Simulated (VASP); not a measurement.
Here is a VASP 6.6.1 calculation.

File INCAR:

```
PREC = Accurate
ENCUT = 880
EDIFF = 1E-7
ISMEAR = 0
SIGMA = 0.1
LREAL = F
LASPH = T
NELM = 120
ALGO = Normal
ISIF = 3
LWAVE = F
LCHARG = F
GGA = PE
IBRION = 2
NSW = 90
EDIFFG = -0.04
GGA_COMPAT = F
NELMIN = 4
```

The input KPOINTS:

```
regular mesh
0
Gamma
  6 6 4
```

File POSCAR:

```
LiTa4O
1.0
    3.4264166200      0.0000000000      0.0000000000
   -1.7132083100      2.9673638400      0.0000000000
    0.0000000000      0.0000000000      7.1228368200
Li Ta O
1 4 1
Direct
    0.0000000000      0.0000000000      0.5000000000
    0.3333333300      0.6666666700      0.7432699200
    0.3333333300      0.6666666700      0.2567300800
    0.6666666700      0.3333333300      0.7432699200
    0.6666666700      0.3333333300      0.2567300800
    0.0000000000      0.0000000000      0.0000000000
```

Potentials or basis: VASP PAW PBE potentials, release 64 (Li_sv, Ta_sv_GW, O).

Launch:

```console
$ cat potpaw_PBE.64/Li_sv/POTCAR potpaw_PBE.64/Ta_sv_GW/POTCAR potpaw_PBE.64/O/POTCAR > POTCAR
$ mpirun -np 1 vasp_std > vasp.out
```

Task: Predict the relaxed volume.

Result: 16.97 Å³/atom.

Task: Estimate the relaxed cell.

Result: a = 4.682 Å, b = 4.682 Å, c = 5.365 Å, α = 90.00°, β = 90.00°, γ = 120.00°.

Task: Estimate the space group after relaxing (to 0.1 Å).

Result: P6/mmm (No. 191).

Task: Estimate the band gap on the k mesh.

Result: Zero (an odd number of electrons rules out a gap without spin polarisation).

Final structure:
```yaml
crystal:
  lattice:
    - [4.68187, 0.00000, 0.00000]
    - [-2.34094, 4.05462, 0.00000]
    - [0.00000, 0.00000, 5.36506]
  atoms:
    - { symbol: Li, position: [0.00000, 0.00000, 0.50000] }
    - { symbol: Ta, position: [0.33333, 0.66667, 0.74642] }
    - { symbol: Ta, position: [0.33333, 0.66667, 0.25358] }
    - { symbol: Ta, position: [0.66667, 0.33333, 0.74642] }
    - { symbol: Ta, position: [0.66667, 0.33333, 0.25358] }
    - { symbol: O, position: [0.00000, 0.00000, 0.00000] }
```

Caveat: the volume moved by over 15 % at a fixed basis, so the end points are rough; spin-orbit coupling is left out, which moves the levels of the heavy elements.
